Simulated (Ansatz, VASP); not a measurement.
## One calculation of NiO, two programs

```xyz
2
Lattice="0.0000 2.1504 2.1504 2.1504 0.0000 2.1504 2.1504 2.1504 0.0000" Properties=species:S:1:pos:R:3 pbc="T T T"
Ni    0.0000    0.0000    0.0000
O     2.1504    2.1504    2.1504
```

Alike in both runs: task single point; functional PBE; k mesh 10 × 10 × 10; occupations gaussian, width 0.05 eV; collinear spin; Hubbard terms Ni d U = 6.2 eV.

|  | VASP | Ansatz |
| --- | --- | --- |
| version | VASP 6.6.1 | Ansatz 0.2.0 |
| potentials or method | VASP PAW PBE potentials, release 64 (Ni_sv_GW, O), cutoff 700 eV | scalar-relativistic, plane waves, PAW |
| valence electrons in the cell | 24 | 24 |

Ansatz gave:

| Quantity | Value |
| --- | --- |
| gap on the k mesh at the Fermi level (eV) | 1.82 |
| least direct gap on the mesh (eV) | 2.87 |
| pressure (GPa) | -4.0 |
| net moment per atom (μB) | 1.00 |
| size of the moment on the site where the two differ most (μB) | 1.74 |

Question: Which values does VASP return?

Answer: gap on the k mesh at the Fermi level (eV): 1.89; least direct gap on the mesh (eV): 2.97; pressure (GPa): -6.1; net moment per atom (μB): 1.00; size of the moment on the site where the two differ most (μB): 1.80.

Site moments also hang on the region over which each program counts them. The programs project onto different local orbitals, so the same U acts differently, and such runs can settle in different states.
